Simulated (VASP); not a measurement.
TlBr:

```
Tl Br
1.0
     3.94619    0.00000    0.00000
     0.00000    3.94619    0.00000
     0.00000    0.00000    3.94619
Tl Br
1 1
Direct
  0.00000 0.00000 0.00000
  0.50000 0.50000 0.50000
```

Base run:

| Quantity | Value |
| --- | --- |
| Program | VASP 6.6.1 |
| Functional | PBE |
| Potentials or basis | VASP PAW PBE potentials, release 64 (Tl_d, Br) |
| Cutoff | 500 eV |
| k mesh | 4 × 4 × 4 |
| Occupations | gaussian, width 0.01 eV |
| Spin | no spin polarisation |

Its results: band gap on the k mesh 1.78 eV, direct; pressure 2.0 GPa.

Task: After a change of settings the same cell gave: band gap on the k mesh 1.57 eV, direct; pressure -2.0 GPa. Which change was it?
A. functional from PBE to r2SCAN; cutoff from 500 eV to 550 eV
B. functional from PBE to HSE06; cutoff from 500 eV to 400 eV
C. functional from PBE to LDA; potentials or basis from VASP PAW PBE potentials, release 64 (Tl_d, Br) to VASP PAW LDA potentials, release 64 (Tl_d, Br)

Result: C.

Caveats: spin-orbit coupling is left out, which moves the levels of the heavy elements.
